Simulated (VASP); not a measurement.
# Tl (Im-3m) in VASP: notebook

Tl is run at these levels: PBEsol; tasks: single point.

Program: VASP 6.6.1. These are calculated values, not measurements. Logs are shortened: lines on timing, memory, paths and dates and some standing lists are left out, and cuts for length are marked.

**1. The cell of the first run**

It takes space group Im-3m (No. 229, cubic). Conventional cell: a = 3.276 Å, b = 3.276 Å, c = 3.276 Å, α = 90.00°, β = 90.00°, γ = 90.00°. Tl (site symmetry m-3m) has 14 Tl at 2.84 to 3.28 Å within 3.7 Å.

This isn't the form of Tl at room conditions, which is hcp.

**2. Single point, PBEsol**

The input, INCAR:

```
PREC = Accurate ; ENCUT = 520
EDIFF = 1E-6 ; ISMEAR = -1
SIGMA = 0.08 ; LREAL = False
LASPH = True ; NELM = 80
ALGO = Normal ; ISIF = 2
LWAVE = False ; LCHARG = False
GGA = PS ; NBANDS = 12
```

The input, KPOINTS:

```
regular mesh
0
Gamma
  16 16 16
```

The input, POSCAR:

```
Tl
1.0
   -1.6380305922      1.6380305922      1.6380305922
    1.6380305922     -1.6380305922      1.6380305922
    1.6380305922      1.6380305922     -1.6380305922
Tl
1
Direct
    0.0000000000      0.0000000000      0.0000000000
```

Potentials or basis: VASP PAW PBE potentials, release 64 (Tl_d).

The run is started by

```sh
> cat potpaw_PBE.64/Tl_d/POTCAR > POTCAR
> mpirun -np 1 vasp_std > vasp.out
```

OUTCAR:

```text
PREC = Accurate
   ENCUT = 520
   EDIFF = 1E-6
   ISMEAR = -1
   LREAL = False
   LASPH = True
   NELM = 80
   ISIF = 2
   GGA = PS

 ion  position               nearest neighbor table
   1  0.000  0.000  0.000-

  LATTYP: Found a body centered cubic cell.
 ALAT       =     3.2760611844

  Lattice vectors:

 A1 = (  -1.6380305922,   1.6380305922,   1.6380305922)
 A2 = (   1.6380305922,  -1.6380305922,   1.6380305922)
 A3 = (   1.6380305922,   1.6380305922,  -1.6380305922)

Analysis of symmetry for initial positions (statically):
=====================================================================
 Subroutine PRICEL returns:
 Original cell was already a primitive cell.

 Routine SETGRP: Setting up the symmetry group for a
 body centered cubic supercell.

 Subroutine GETGRP returns: Found 48 space group operations
 (whereof 48 operations were pure point group operations)
 out of a pool of 48 trial point group operations.

The static configuration has the point symmetry O_h .

Analysis of symmetry for dynamics (positions and initial velocities):
=====================================================================
 Subroutine PRICEL returns:
 Original cell was already a primitive cell.

 Routine SETGRP: Setting up the symmetry group for a
 body centered cubic supercell.

 Subroutine GETGRP returns: Found 48 space group operations
 (whereof 48 operations were pure point group operations)
 out of a pool of 48 trial point group operations.

The dynamic configuration has the point symmetry O_h .

 Subroutine INISYM returns: Found 48 space group operations
 (whereof 48 operations are pure point group operations),
 and found     1 'primitive' translations

----------------------------------------------------------------------------------------

                                     Primitive cell

  volume of cell :      17.5803

  direct lattice vectors                    reciprocal lattice vectors
    -1.638030592  1.638030592  1.638030592     0.000000000  0.305244604  0.305244604
     1.638030592 -1.638030592  1.638030592     0.305244604  0.000000000  0.305244604
     1.638030592  1.638030592 -1.638030592     0.305244604  0.305244604  0.000000000

  length of vectors
     2.837152210  2.837152210  2.837152210     0.431681059  0.431681059  0.431681059

  position of ions in fractional coordinates (direct lattice)
     0.000000000  0.000000000  0.000000000

  ion indices of the primitive-cell ions
   primitive index   ion index
                 1           1

----------------------------------------------------------------------------------------

 KPOINTS: regular mesh

Automatic generation of k-mesh.
 Grid dimensions read from file:
 generate k-points for:   16   16   16

 Generating k-lattice:

  Cartesian coordinates                     Fractional coordinates (reciprocal lattice)
     0.000000000  0.019077788  0.019077788     0.062500000  0.000000000  0.000000000
     0.019077788  0.000000000  0.019077788     0.000000000  0.062500000  0.000000000
     0.019077788  0.019077788  0.000000000     0.000000000  0.000000000  0.062500000

  Length of vectors
     0.026980066  0.026980066  0.026980066

  Shift w.r.t. Gamma in fractional coordinates (k-lattice)
     0.000000000  0.000000000  0.000000000

 Subroutine IBZKPT returns following result:
 ===========================================

 Found    145 irreducible k-points:

 Following reciprocal coordinates:
            Coordinates               Weight
  0.000000  0.000000  0.000000      1.000000
  0.062500  0.000000  0.000000     12.000000
  0.125000  0.000000  0.000000     12.000000
  0.187500  0.000000  0.000000     12.000000
  0.250000  0.000000  0.000000     12.000000
  0.312500  0.000000  0.000000     12.000000
[... 16 lines left out ...]
  0.187500  0.187500  0.000000     24.000000
  0.250000  0.187500  0.000000     48.000000
 [... further k-points ...]
   k-points           NKPTS =    145   k-points in BZ     NKDIM =    145   number of bands    NBANDS=     12
   number of dos      NEDOS =    301   number of ions     NIONS =      1
   total plane-waves  NPLWV =  13824
   dimension x,y,z NGX =    24 NGY =   24 NGZ =   24
   dimension x,y,z NGXF=    48 NGYF=   48 NGZF=   48
   ions per type =               1
   NGX,Y,Z   is equivalent  to a cutoff of  14.06, 14.06, 14.06 a.u.
   NGXF,Y,Z  is equivalent  to a cutoff of  28.13, 28.13, 28.13 a.u.
 SYSTEM =  unknown system
   PREC   = accura    normal or accurate (medium, high low for compatibility)
   ISTART =      0    job   : 0-new  1-cont  2-samecut
   ICHARG =      2    charge: 1-file 2-atom 10-const
   ISPIN  =      1    spin polarized calculation?
   LNONCOLLINEAR =      F non collinear calculations
   LSORBIT =      F    spin-orbit coupling
   LASPH  =      T    aspherical Exc in radial PAW
   ENCUT  =  520.0 eV  38.22 Ry    6.18 a.u.   5.28  5.28  5.28*2*pi/ulx,y,z
   NELM   =     80;   NELMIN=  2; NELMDL= -5     # of ELM steps
   EDIFF  = 0.1E-05   stopping-criterion for ELM
   LREAL  =      F    real-space projection
   EDIFFG = 0.1E-04   stopping-criterion for IOM
   NSW    =      0    number of steps for IOM
   IBRION =     -1    ionic relax: 0-MD 1-quasi-New 2-CG
   NFREE  =      0    steps in history (QN), initial steepest desc. (CG)
   ISIF   =      2    stress and relaxation
   ISYM   =      2    0-nonsym 1-usesym 2-fastsym
   POTIM  = 0.5000    time-step for ionic-motion
   TEBEG  =    0.0;   TEEND  =   0.0 temperature during run
   PSTRESS=    0.0 pullay stress
   NELECT =      13.0000    total number of electrons
   NUPDOWN=      -1.0000    fix difference up-down
   EMIN   =  10.00;   EMAX   =-10.00  energy-range for DOS
   EFERMI =   0.00;   METHOD = LEGACY
   ISMEAR =    -1;   SIGMA  =   0.08  broadening in eV -4-tet -1-fermi 0-gaus
   EFERMI_NEDOS =   21; number of points for ismear=-14 and -15
   IALGO  =     38    algorithm
   IMIX   =      4    mixing-type and parameters
     AMIX     =   0.40;   BMIX     =  1.00
     AMIX_MAG =   1.60;   BMIX_MAG =  1.00
  volume/ion in A,a.u.               =      17.58       118.64
  Fermi-wavevector in a.u.,A,eV,Ry     =   1.480405  2.797560 29.818523  2.191600
  Thomas-Fermi vector in A             =   2.594443
   LORBIT       =      0    0 simple, 1 ext, 2 COOP (PROOUT), +10 PAW based schemes
   GGA     = PS    functional components
   LHFCALC =     F    Hartree Fock is set to
   AEXX    =    0.0000 exact exchange contribution
   IVDW    =     0    specifies the selected vdW correction
   LEPSILON=     F    determine dielectric tensor
   LRPA    =     F    only Hartree local field effects (RPA)
 non-spin polarized calculation
  energy-cutoff  :      520.00
  volume of cell :       17.58
 maximum number of plane-waves:       490
 NGX is ok and might be reduce to    24
   NGX = 11   NGY = 11   NGZ = 11

 number of electron      12.9999998 magnetization

 Free energy of the ion-electron system (eV)
  ---------------------------------------------------
  ext. energy  EPLUGINS =         0.00000000
  ---------------------------------------------------
  free energy    TOTEN  =        -1.25555512 eV

  energy without entropy =       -1.24773763  energy(sigma->0) =       -1.25164637

 E-fermi :  13.4586     XC(G=0): -13.0292

 val. band max:       13.4532641261   @ k =   0.3125   0.0625   0.0625
 cond. band min:      13.4874948236   @ k =  -0.3750   0.4375   0.1875
 fundamental gap:      0.0342306975
 Fermi energy:        13.4585821486

 k-point     1 :       0.0000    0.0000    0.0000
  band No.  band energies     occupation
      1      -1.3752      2.00000
      2       0.0606      2.00000
      3       0.0606      2.00000
      4       0.0606      2.00000
      5       1.3235      2.00000
      6       1.3235      2.00000
      7      25.9622      0.00000
      8      25.9622      0.00000
      9      25.9622      0.00000
     10      30.4924      0.00000
     11      30.4924      0.00000
     12      30.4924      0.00000

 k-point     2 :       0.0625    0.0000    0.0000
  band No.  band energies     occupation
      1      -1.2424      2.00000
      2       0.0354      2.00000
      3       0.0725      2.00000
      4       0.1304      2.00000
      5       1.2955      2.00000
      6       1.3246      2.00000
      7      25.7126      0.00000
      8      25.9427      0.00000
      9      26.0716      0.00000
     10      29.2025      0.00000
     11      29.6655      0.00000
     12      29.9082      0.00000

 k-point     3 :       0.1250    0.0000    0.0000
  band No.  band energies     occupation
      1      -0.8879      2.00000
      2      -0.0357      2.00000
      3       0.1417      2.00000
      4       0.3336      2.00000
      5       1.2290      2.00000
      6       1.3282      2.00000
      7      24.3886      0.00000
      8      25.6279      0.00000
      9      26.3825      0.00000
     10      27.7691      0.00000
     11      28.5160      0.00000
     12      28.8808      0.00000
[... 286 lines left out ...]
 k-point    23 :       0.1875    0.1875    0.0000
  band No.  band energies     occupation
      1      -0.4573      2.00000
      2      -0.0487      2.00000
      3       0.6166      2.00000
      4       1.0670      2.00000
      5       1.4213      2.00000
      6       3.3657      2.00000
      7      17.1826      0.00000
      8      19.2839      0.00000
      9      23.1194      0.00000
     10      27.5566      0.00000
     11      30.3089      0.00000
     12      32.3714      0.00000

 k-point    24 :       0.2500    0.1875    0.0000
  band No.  band energies     occupation
      1      -0.5318      2.00000
      2      -0.1151      2.00000
      3       0.8314      2.00000
      4       1.1162      2.00000
      5       1.5015      2.00000
      6       4.7784      2.00000
      7      14.9437      0.00000
      8      17.9890      0.00000
      9      22.4238      0.00000
     10      27.9030      0.00000
     11      30.6744      0.00000
     12      33.0444      0.00000

 [... further k-points ...]

------------------------ aborting loop because EDIFF is reached ----------------------------------------

  FORCE on cell =-STRESS in cart. coord.  units (eV):
  Direction    XX          YY          ZZ          XY          YZ          ZX
  --------------------------------------------------------------------------------------
  -------------------------------------------------------------------------------------
  Total        7.3548915      7.3548915      7.3548915     -0.0000000     -0.0000000      0.0000000
  in kB      670.2870644    670.2870644    670.2870644     -0.0000000     -0.0000000      0.0000000
  external PRESSURE =     670.2870644 kB  Pullay stress =       0.0000000 kB

 VOLUME and BASIS-vectors are now :
 -----------------------------------------------------------------------------
  energy-cutoff  :      520.00
  volume of cell :       17.58
      direct lattice vectors                 reciprocal lattice vectors
    -1.638030592  1.638030592  1.638030592     0.000000000  0.305244604  0.305244604
     1.638030592 -1.638030592  1.638030592     0.305244604  0.000000000  0.305244604
     1.638030592  1.638030592 -1.638030592     0.305244604  0.305244604  0.000000000

 POSITION                                       TOTAL-FORCE (eV/Angst)
 -----------------------------------------------------------------------------------
      0.00000      0.00000      0.00000         0.000000      0.000000     -0.000000
 -----------------------------------------------------------------------------------
    total drift:                               -0.000000      0.000000      0.000000

  FREE ENERGIE OF THE ION-ELECTRON SYSTEM (eV)
  ---------------------------------------------------
  free  energy   TOTEN  =        -1.2555551178 eV

  energy  without entropy=       -1.2477376306  energy(sigma->0) =       -1.25164637
```

It took 12 s on 1 thread of AMD EPYC 9R45 (Zen 5), shared host; peak memory 0.13 GiB.

Results:

```
Free energy            : -1.2556 eV
Pressure               : 67.0 GPa
Band gap on the k mesh : zero (an odd number of electrons rules out a gap without spin polarisation)
```

Caveat: the cell stands under pressure; the PAW data sets were made with another functional, which shifts forces and pressure a little; spin-orbit coupling is left out, which moves the levels of the heavy elements.

**3. Single point, PBEsol**

The input, INCAR:

```
SYSTEM = Tl
PREC = Accurate
ENCUT = 520
EDIFF = 1E-7
ISMEAR = -1
SIGMA = 0.08
LREAL = .FALSE.
LASPH = .TRUE.
NELM = 100
ALGO = Normal
ISIF = 2
LWAVE = .FALSE.
LCHARG = .FALSE.
GGA = PS
NBANDS = 12
```

The input, KPOINTS:

```
regular mesh
0
G
  16 16 16
  0 0 0
```

POSCAR is that of step 2.

Potentials or basis: VASP PAW PBE potentials, release 64 (Tl_d).

The run is started by

```sh
> cat potpaw_PBE.64/Tl_d/POTCAR > POTCAR
> mpirun -np 1 vasp_std > vasp.out
```

OUTCAR:

```text
SYSTEM = Tl
   PREC = Accurate
   ENCUT = 520
   EDIFF = 1E-7
   ISMEAR = -1
   LREAL = .FALSE.
   LASPH = .TRUE.
   NELM = 100
   ISIF = 2
   GGA = PS

 ion  position               nearest neighbor table
   1  0.000  0.000  0.000-

  LATTYP: Found a body centered cubic cell.
 ALAT       =     3.2760611844

  Lattice vectors:

 A1 = (  -1.6380305922,   1.6380305922,   1.6380305922)
 A2 = (   1.6380305922,  -1.6380305922,   1.6380305922)
[... 539 lines left out ...]
     12      33.0444      0.00000

 [... further k-points ...]

------------------------ aborting loop because EDIFF is reached ----------------------------------------

  FORCE on cell =-STRESS in cart. coord.  units (eV):
  Direction    XX          YY          ZZ          XY          YZ          ZX
  --------------------------------------------------------------------------------------
  -------------------------------------------------------------------------------------
  Total        7.3497776      7.3497776      7.3497776      0.0000000      0.0000000     -0.0000000
  in kB      669.8210052    669.8210052    669.8210052      0.0000000      0.0000000     -0.0000000
  external PRESSURE =     669.8210052 kB  Pullay stress =       0.0000000 kB

 VOLUME and BASIS-vectors are now :
 -----------------------------------------------------------------------------
  energy-cutoff  :      520.00
  volume of cell :       17.58
      direct lattice vectors                 reciprocal lattice vectors
    -1.638030592  1.638030592  1.638030592     0.000000000  0.305244604  0.305244604
     1.638030592 -1.638030592  1.638030592     0.305244604  0.000000000  0.305244604
     1.638030592  1.638030592 -1.638030592     0.305244604  0.305244604  0.000000000

 POSITION                                       TOTAL-FORCE (eV/Angst)
 -----------------------------------------------------------------------------------
      0.00000      0.00000      0.00000         0.000000      0.000000      0.000000
 -----------------------------------------------------------------------------------
    total drift:                               -0.000000      0.000000      0.000000

  FREE ENERGIE OF THE ION-ELECTRON SYSTEM (eV)
  ---------------------------------------------------
  free  energy   TOTEN  =        -1.2555551851 eV

  energy  without entropy=       -1.2477377223  energy(sigma->0) =       -1.25164645
```

OSZICAR:

```text
N       E                     dE             d eps       ncg     rms          rms(c)
DAV:   1     0.554470954642E+02    0.55447E+02   -0.70941E+03  3696   0.102E+03
DAV:   2    -0.669257429677E+00   -0.56116E+02   -0.54824E+02  4024   0.234E+02
DAV:   3    -0.136407496305E+01   -0.69482E+00   -0.69440E+00  4072   0.233E+01
DAV:   4    -0.136622298506E+01   -0.21480E-02   -0.21480E-02  3964   0.150E+00
DAV:   5    -0.136623844681E+01   -0.15462E-04   -0.15461E-04  4008   0.121E-01    0.112E+01
DAV:   6    -0.128121835929E+01    0.85020E-01   -0.98084E-02  3680   0.363E+00    0.696E+00
DAV:   7    -0.125731226214E+01    0.23906E-01   -0.55384E-02  3752   0.271E+00    0.112E+00
DAV:   8    -0.125555021615E+01    0.17620E-02   -0.60977E-03  3760   0.873E-01    0.859E-02
DAV:   9    -0.125555560020E+01   -0.53841E-05   -0.42407E-05  3972   0.689E-02    0.199E-02
DAV:  10    -0.125555512219E+01    0.47801E-06   -0.92076E-07  4032   0.117E-02    0.143E-03
DAV:  11    -0.125555518509E+01   -0.62900E-07   -0.17699E-07  2740   0.448E-03
   1 F= -.12555552E+01 E0= -.12516465E+01  d E =-.781746E-02
```

Run time: 13 s. Hardware: 1 thread of AMD EPYC 9R45 (Zen 5), shared host; peak memory 0.13 GiB.

Results:

- Free energy: -1.2556 eV
- Pressure: 67.0 GPa
- Band gap on the k mesh: zero (an odd number of electrons rules out a gap without spin polarisation)

Caveat: the cell stands under pressure; the PAW data sets were made with another functional, which shifts forces and pressure a little; spin-orbit coupling is left out, which moves the levels of the heavy elements.
